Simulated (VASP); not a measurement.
# F (Fd-3m) in VASP: further runs

Runs on F. Level: LDA. Tasks: single point.

All numbers are computed with VASP 6.6.1; they aren't measurements. Logs are shortened: lines on timing, memory, paths and dates and some standing lists are left out, and cuts for length are marked.

## (1) The cell of the first run

Symmetry: Fd-3m, No. 227, cubic system. The conventional cell has a = 4.141 Å, b = 4.141 Å, c = 4.141 Å, α = 90.00°, β = 90.00°, γ = 90.00°. Within 2.4 Å of F (site symmetry -43m) lie 4 F at 1.79 Å.

## (2) Single point, LDA (8.88 Å³/atom)

INCAR reads:

```
SYSTEM = F
ALGO     = Normal         ! electronic algorithm
EDIFF    = 1E-6           ! SCF threshold, eV
ENCUT    = 520            ! plane-wave cutoff, eV
ISIF     = 2              ! what is computed and relaxed
ISMEAR   = -1             ! smearing method
LASPH    = .TRUE.         ! aspherical terms in the spheres
LCHARG   = .FALSE.        ! write CHGCAR
LREAL    = .FALSE.        ! projectors in reciprocal space
LWAVE    = .FALSE.        ! write WAVECAR
NBANDS   = 14             ! bands
NELM     = 80             ! most SCF steps
PREC     = Accurate       ! precision mode
SIGMA    = 0.1            ! smearing width, eV
```

KPOINTS reads:

```
k-points
0
G
  14 14 14
  0 0 0
```

POSCAR reads:

```
F
1.0
    0.0000000000      2.0705327855      2.0705327855
    2.0705327855      0.0000000000      2.0705327855
    2.0705327855      2.0705327855      0.0000000000
F
2
Direct
   -0.1250000000     -0.1250000000     -0.1250000000
    0.1250000000      0.1250000000      0.1250000000
```

Potentials or basis: VASP PAW LDA potentials, release 64 (F).

Launch:

```
cat potpaw_LDA.64/F/POTCAR > POTCAR
mpirun -np 1 vasp_std > vasp.out
```

OUTCAR:

```text
SYSTEM = F
   EDIFF = 1E-6
   ENCUT = 520
   ISIF = 2
   ISMEAR = -1
   LASPH = .TRUE.
   LREAL = .FALSE.
   NELM = 80
   PREC = Accurate

 ion  position               nearest neighbor table
   1  0.875  0.875  0.875-   2 1.79   2 1.79   2 1.79   2 1.79
   2  0.125  0.125  0.125-   1 1.79   1 1.79   1 1.79   1 1.79

  LATTYP: Found a face centered cubic cell.
 ALAT       =     4.1410655710

  Lattice vectors:

 A1 = (   0.0000000000,   2.0705327855,   2.0705327855)
 A2 = (   2.0705327855,   0.0000000000,   2.0705327855)
 A3 = (   2.0705327855,   2.0705327855,   0.0000000000)

Analysis of symmetry for initial positions (statically):
=====================================================================
 Subroutine PRICEL returns:
 Original cell was already a primitive cell.

 Routine SETGRP: Setting up the symmetry group for a
 face centered cubic supercell.

 Subroutine GETGRP returns: Found 48 space group operations
 (whereof 12 operations were pure point group operations)
 out of a pool of 48 trial point group operations.

The static configuration has the point symmetry D_3d.
 The point group associated with its full space group is O_h .

Analysis of symmetry for dynamics (positions and initial velocities):
=====================================================================
 Subroutine PRICEL returns:
 Original cell was already a primitive cell.

 Routine SETGRP: Setting up the symmetry group for a
 face centered cubic supercell.

 Subroutine GETGRP returns: Found 48 space group operations
 (whereof 12 operations were pure point group operations)
 out of a pool of 48 trial point group operations.

The dynamic configuration has the point symmetry D_3d.
 The point group associated with its full space group is O_h .

 Subroutine INISYM returns: Found 48 space group operations
 (whereof 12 operations are pure point group operations),
 and found     1 'primitive' translations

----------------------------------------------------------------------------------------

                                     Primitive cell

  volume of cell :      17.7532

  direct lattice vectors                    reciprocal lattice vectors
     0.000000000  2.070532786  2.070532786    -0.241483740  0.241483740  0.241483740
     2.070532786  0.000000000  2.070532786     0.241483740 -0.241483740  0.241483740
     2.070532786  2.070532786  0.000000000     0.241483740  0.241483740 -0.241483740

  length of vectors
     2.928175547  2.928175547  2.928175547     0.418262106  0.418262106  0.418262106

  position of ions in fractional coordinates (direct lattice)
     0.875000000  0.875000000  0.875000000
     0.125000000  0.125000000  0.125000000

  ion indices of the primitive-cell ions
   primitive index   ion index
                 1           1
                 2           2

----------------------------------------------------------------------------------------

 KPOINTS: k-points

Automatic generation of k-mesh.
 Grid dimensions read from file:
 generate k-points for:   14   14   14

 Generating k-lattice:

  Cartesian coordinates                     Fractional coordinates (reciprocal lattice)
    -0.017248839  0.017248839  0.017248839     0.071428571  0.000000000  0.000000000
     0.017248839 -0.017248839  0.017248839     0.000000000  0.071428571  0.000000000
     0.017248839  0.017248839 -0.017248839     0.000000000  0.000000000  0.071428571

  Length of vectors
     0.029875865  0.029875865  0.029875865

  Shift w.r.t. Gamma in fractional coordinates (k-lattice)
     0.000000000  0.000000000  0.000000000

 Subroutine IBZKPT returns following result:
 ===========================================

 Found    104 irreducible k-points:

 Following reciprocal coordinates:
            Coordinates               Weight
  0.000000  0.000000  0.000000      1.000000
  0.071429  0.000000  0.000000      8.000000
  0.142857  0.000000  0.000000      8.000000
  0.214286  0.000000  0.000000      8.000000
  0.285714  0.000000  0.000000      8.000000
  0.357143  0.000000  0.000000      8.000000
[... 16 lines left out ...]
  0.214286  0.142857  0.000000     24.000000
  0.285714  0.142857  0.000000     24.000000
 [... further k-points ...]
   k-points           NKPTS =    104   k-points in BZ     NKDIM =    104   number of bands    NBANDS=     14
   number of dos      NEDOS =    301   number of ions     NIONS =      2
   total plane-waves  NPLWV =  13824
   dimension x,y,z NGX =    24 NGY =   24 NGZ =   24
   dimension x,y,z NGXF=    48 NGYF=   48 NGZF=   48
   ions per type =               2
   NGX,Y,Z   is equivalent  to a cutoff of  13.63, 13.63, 13.63 a.u.
   NGXF,Y,Z  is equivalent  to a cutoff of  27.25, 27.25, 27.25 a.u.
 SYSTEM =  F
   PREC   = accura    normal or accurate (medium, high low for compatibility)
   ISTART =      0    job   : 0-new  1-cont  2-samecut
   ICHARG =      2    charge: 1-file 2-atom 10-const
   ISPIN  =      1    spin polarized calculation?
   LNONCOLLINEAR =      F non collinear calculations
   LSORBIT =      F    spin-orbit coupling
   LASPH  =      T    aspherical Exc in radial PAW
   ENCUT  =  520.0 eV  38.22 Ry    6.18 a.u.   5.44  5.44  5.44*2*pi/ulx,y,z
   NELM   =     80;   NELMIN=  2; NELMDL= -5     # of ELM steps
   EDIFF  = 0.1E-05   stopping-criterion for ELM
   LREAL  =      F    real-space projection
[... 7 lines left out ...]
   TEBEG  =    0.0;   TEEND  =   0.0 temperature during run
   PSTRESS=    0.0 pullay stress
   NELECT =      14.0000    total number of electrons
   NUPDOWN=      -1.0000    fix difference up-down
   EMIN   =  10.00;   EMAX   =-10.00  energy-range for DOS
   EFERMI =   0.00;   METHOD = LEGACY
   ISMEAR =    -1;   SIGMA  =   0.10  broadening in eV -4-tet -1-fermi 0-gaus
   EFERMI_NEDOS =   21; number of points for ismear=-14 and -15
   IALGO  =     38    algorithm
   IMIX   =      4    mixing-type and parameters
     AMIX     =   0.40;   BMIX     =  1.00
     AMIX_MAG =   1.60;   BMIX_MAG =  1.00
  volume/ion in A,a.u.               =       8.88        59.90
  Fermi-wavevector in a.u.,A,eV,Ry     =   1.512488  2.858189 31.124977  2.287621
  Thomas-Fermi vector in A             =   2.622406
   LORBIT       =      0    0 simple, 1 ext, 2 COOP (PROOUT), +10 PAW based schemes
   GGA     = CA    functional components
   LHFCALC =     F    Hartree Fock is set to
   AEXX    =    0.0000 exact exchange contribution
   IVDW    =     0    specifies the selected vdW correction
   LEPSILON=     F    determine dielectric tensor
   LRPA    =     F    only Hartree local field effects (RPA)
 non-spin polarized calculation
  energy-cutoff  :      520.00
  volume of cell :       17.75
 maximum number of plane-waves:       531
 NGX is ok and might be reduce to    24
   NGX = 11   NGY = 11   NGZ = 11

 number of electron      14.0000005 magnetization

 Free energy of the ion-electron system (eV)
  ---------------------------------------------------
  ext. energy  EPLUGINS =         0.00000000
  ---------------------------------------------------
  free energy    TOTEN  =        -1.90644933 eV

  energy without entropy =       -1.80640293  energy(sigma->0) =       -1.85642613

 E-fermi :  -0.3324     XC(G=0): -11.3804

 val. band max:       -0.3339649885   @ k =  -0.2143   0.3571   0.1429
 cond. band min:      -0.3320190498   @ k =   0.4286   0.2857   0.1429
 fundamental gap:      0.0019459387
 Fermi energy:        -0.3323796255

 k-point     1 :       0.0000    0.0000    0.0000
  band No.  band energies     occupation
      1     -26.0694      2.00000
      2     -18.5689      2.00000
      3      -5.1952      2.00000
      4      -5.1952      2.00000
      5      -5.1952      2.00000
      6      -1.9725      2.00000
      7      -1.9725      2.00000
      8      -1.9725      2.00000
      9       9.6123      0.00000
     10      26.3643      0.00000
     11      26.3643      0.00000
     12      26.3643      0.00000
     13      27.5656      0.00000
     14      27.5656      0.00000

 k-point     2 :       0.0714    0.0000    0.0000
  band No.  band energies     occupation
      1     -26.0085      2.00000
      2     -18.6618      2.00000
      3      -5.2614      2.00000
      4      -5.2573      2.00000
      5      -5.2573      2.00000
      6      -1.9325      2.00000
      7      -1.9036      2.00000
      8      -1.9036      2.00000
      9       9.8024      0.00000
     10      25.3627      0.00000
     11      25.4871      0.00000
     12      25.4871      0.00000
     13      28.6268      0.00000
     14      28.6268      0.00000

 k-point     3 :       0.1429    0.0000    0.0000
  band No.  band energies     occupation
      1     -25.8326      2.00000
      2     -18.9331      2.00000
      3      -5.4625      2.00000
      4      -5.4182      2.00000
      5      -5.4182      2.00000
      6      -1.7870      2.00000
      7      -1.7248      2.00000
      8      -1.7248      2.00000
      9      10.3227      0.00000
     10      23.6236      0.00000
     11      24.4365      0.00000
     12      24.4365      0.00000
     13      29.8614      0.00000
     14      29.8741      0.00000
[... 324 lines left out ...]
 k-point    23 :       0.2143    0.1429    0.0000
  band No.  band energies     occupation
      1     -25.5406      2.00000
      2     -19.3608      2.00000
      3      -6.0195      2.00000
      4      -5.9587      2.00000
      5      -4.8332      2.00000
      6      -2.4376      2.00000
      7      -1.1595      1.99949
      8      -1.1425      1.99939
      9      11.0845      0.00000
     10      20.0786      0.00000
     11      25.4305      0.00000
     12      25.5567      0.00000
     13      29.1821      0.00000
     14      29.1929      0.00000

 k-point    24 :       0.2857    0.1429    0.0000
  band No.  band energies     occupation
      1     -25.2354      2.00000
      2     -19.7871      2.00000
      3      -6.4081      2.00000
      4      -6.1587      2.00000
      5      -4.8560      2.00000
      6      -2.3074      2.00000
      7      -0.9361      1.99524
      8      -0.8534      1.98914
      9      11.7684      0.00000
     10      19.0607      0.00000
     11      24.3015      0.00000
     12      24.7363      0.00000
     13      29.3296      0.00000
     14      30.3437      0.00000

 [... further k-points ...]

------------------------ aborting loop because EDIFF is reached ----------------------------------------

  FORCE on cell =-STRESS in cart. coord.  units (eV):
  Direction    XX          YY          ZZ          XY          YZ          ZX
  --------------------------------------------------------------------------------------
  -------------------------------------------------------------------------------------
  Total        5.7065100      5.7065100      5.7065100     -0.0000000      0.0000000      0.0000000
  in kB      514.9971567    514.9971567    514.9971567     -0.0000000      0.0000000      0.0000000
  external PRESSURE =     514.9971567 kB  Pullay stress =       0.0000000 kB

 VOLUME and BASIS-vectors are now :
 -----------------------------------------------------------------------------
  energy-cutoff  :      520.00
  volume of cell :       17.75
      direct lattice vectors                 reciprocal lattice vectors
     0.000000000  2.070532786  2.070532786    -0.241483740  0.241483740  0.241483740
     2.070532786  0.000000000  2.070532786     0.241483740 -0.241483740  0.241483740
     2.070532786  2.070532786  0.000000000     0.241483740  0.241483740 -0.241483740

 POSITION                                       TOTAL-FORCE (eV/Angst)
 -----------------------------------------------------------------------------------
      3.62343      3.62343      3.62343         0.000000     -0.000000     -0.000000
      0.51763      0.51763      0.51763        -0.000000      0.000000      0.000000
 -----------------------------------------------------------------------------------
    total drift:                                0.000000      0.000000      0.000000

  FREE ENERGIE OF THE ION-ELECTRON SYSTEM (eV)
  ---------------------------------------------------
  free  energy   TOTEN  =        -1.9064493337 eV

  energy  without entropy=       -1.8064029342  energy(sigma->0) =       -1.85642613
```

Run time: 16 s. Hardware: 1 thread of Intel Xeon 8259CL, shared host; peak memory 0.13 GiB.

What came out:

| Quantity | Value |
| --- | --- |
| Free energy | -1.9064 eV |
| Pressure | 51.5 GPa |
| Band gap on the k mesh | zero (bands 7 and 8 overlap by 2.24 eV) |

Caveat: the cell stands under pressure.

## (3) Single point, LDA

INCAR reads:

```
SYSTEM = F
PREC = Accurate ; ENCUT = 520
EDIFF = 1E-6 ; ISMEAR = -4
SIGMA = 0.1 ; LREAL = .False.
LASPH = .True. ; NELM = 60
ALGO = Normal ; ISIF = 2
LWAVE = .False. ; LCHARG = .False.
GGA = CA ; NBANDS = 14
```

KPOINTS reads:

```
Automatic mesh
0
Gamma
  14 14 14
  0 0 0
```

POSCAR is that of step 2.

Potentials or basis: VASP PAW LDA potentials, release 64 (F).

Launch:

```
cat potpaw_LDA.64/F/POTCAR > POTCAR
mpirun -np 1 vasp_std > vasp.out
```

Run time: 27 s. Hardware: 1 thread of Intel Xeon 8259CL, shared host; peak memory 0.13 GiB.

It converged, with:

```yaml
Free_energy: -1.8434 eV
Pressure: 51.0 GPa
Band_gap_on_the_k_mesh: zero (bands 7 and 8 overlap by 2.24 eV)
```

Levels at points of the mesh, in eV from the Fermi level:
| k point | band 5 | band 6 | band 7 | band 8 | band 9 | band 10 |
| --- | --- | --- | --- | --- | --- | --- |
| (0.00, 0.00, 0.00) | -4.88 | -1.66 | -1.66 | -1.66 | 9.93 | 26.68 |
| (0.50, 0.00, 0.00) | -5.82 | -0.61 | -0.61 | -0.11 | 14.22 | 17.31 |
| (0.50, 0.50, 0.00) | -3.42 | -3.42 | 0.59 | 0.59 | 14.62 | 14.62 |

Caveat: the cell stands under pressure.

(Part 1 of 2 ends here.)
